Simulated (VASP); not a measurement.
Wanted: the native input for a VASP 6.6.1 run.

```yaml
Task: single point
Functional: PBE
Potentials_or_basis: VASP PAW PBE potentials, release 64 (Zn, S)
Cutoff: 520 eV
k_mesh: 10 × 10 × 10
Occupations: gaussian, width 0.1 eV
Spin: no spin polarisation
Dipole_correction: no
Further_INCAR_settings: ALGO = Normal; EDIFF = 1e-06; NBANDS = 39
```

The structure of Zn2S lies in POSCAR:

```
Zn2S
1.0
   -3.2369997236      3.2369997236      2.5098989695
    3.2369997236     -3.2369997236      2.5098989695
    3.2369997236      3.2369997236     -2.5098989695
Zn S
4 2
Direct
    0.1327546900      0.3672453100      0.5000000000
    0.6327546900      0.1327546900      0.7655093799
    0.8672453100      0.6327546900      0.5000000000
    0.3672453100      0.8672453100      0.2344906201
    0.5000000000      0.5000000000      0.0000000000
    0.0000000000      0.0000000000      0.0000000000
```

One way to write it, as run:

INCAR

```
ALGO = Normal
EDIFF = 1E-6
ENCUT = 520
GGA = PE
ISIF = 2
ISMEAR = 0
LASPH = T
LCHARG = F
LREAL = F
LWAVE = F
NBANDS = 39
NELM = 80
PREC = Accurate
SIGMA = 0.1
```

KPOINTS

```
k-points
0
Gamma
  10 10 10
```

Potentials or basis: VASP PAW PBE potentials, release 64 (Zn, S).

Run with:

```console
$ cat potpaw_PBE.64/Zn/POTCAR potpaw_PBE.64/S/POTCAR > POTCAR
$ mpirun -np 1 vasp_std > vasp.out
```

Results of the run:

```yaml
Pressure: 0.2 GPa
Largest_force: 0.007 eV/Å
Band_gap_on_the_k_mesh: zero (band 30 reaches 5.67 eV, above the bottom of band 31 at 2.93 eV)
```

Run time: 2.4 min on 1 thread of Intel(R) Xeon(R) 6975P-C (Granite Rapids) (shared host), peak memory 0.43 GiB.
